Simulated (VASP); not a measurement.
## Ga2SiS: single point with PBE

The system is Ga2SiS.

```
Ga Si S
1.0
     2.56335   -3.07702    0.00000
     2.56335    3.07702    0.00000
     0.00000    0.00000    5.94741
Ga Si S
2 1 1
Cartesian
  0.0000 0.0000 2.9737
  2.5634 0.0000 2.9737
  0.0000 0.0000 0.0000
  2.5634 0.0000 0.0000
```

```yaml
Program: VASP 6.6.1
Task: single point
Functional: PBE
Potentials_or_basis: VASP PAW PBE potentials, release 64 (Ga_d, Si, S)
Cutoff: 520 eV
k_mesh: 4 × 4 × 4
Occupations: gaussian, width 0.1 eV
Spin: no spin polarisation
```

```
Pressure               : -7.5 GPa
Band gap on the k mesh : zero (band 18 reaches 4.61 eV, above the bottom of band 19 at 1.89 eV)
```

Stress tensor (GPa, compression positive):
```
-4.69  0.00  0.00
 0.00 -9.47  0.00
 0.00  0.00 -8.35
```

Levels at points of the mesh, in eV from the Fermi level:
| k point | band 14 | band 15 | band 16 | band 17 | band 18 | band 19 | band 20 | band 21 | band 22 | band 23 |
| --- | --- | --- | --- | --- | --- | --- | --- | --- | --- | --- |
| (0.00, 0.00, 0.00) | -4.61 | -4.21 | -2.06 | 0.13 | 0.22 | 0.73 | 1.86 | 2.99 | 3.81 | 4.52 |
| (0.50, 0.00, 0.00) | -5.16 | -3.34 | -2.29 | -1.92 | 0.01 | 0.06 | 1.50 | 3.15 | 3.44 | 4.78 |
| (0.50, 0.50, 0.00) | -4.85 | -4.81 | -3.21 | -2.12 | -1.70 | -1.67 | -0.76 | 3.40 | 4.05 | 4.10 |
| (0.00, 0.00, 0.50) | -4.14 | -2.31 | -1.99 | -0.64 | -0.15 | 0.21 | 2.00 | 2.40 | 3.83 | 4.15 |
| (0.50, 0.00, 0.50) | -6.26 | -2.24 | -1.31 | -0.26 | 0.09 | 1.21 | 1.55 | 2.32 | 2.68 | 2.75 |
| (0.50, 0.50, 0.50) | -5.21 | -4.63 | -3.51 | -2.38 | -2.15 | -0.76 | 2.21 | 2.60 | 3.92 | 4.45 |

Wall time 21 s on 1 thread of Intel(R) Xeon(R) 6975P-C (Granite Rapids), on a shared host, peak memory 0.21 GiB.

Caveat: the k points lie up to 0.40 Å⁻¹ apart.
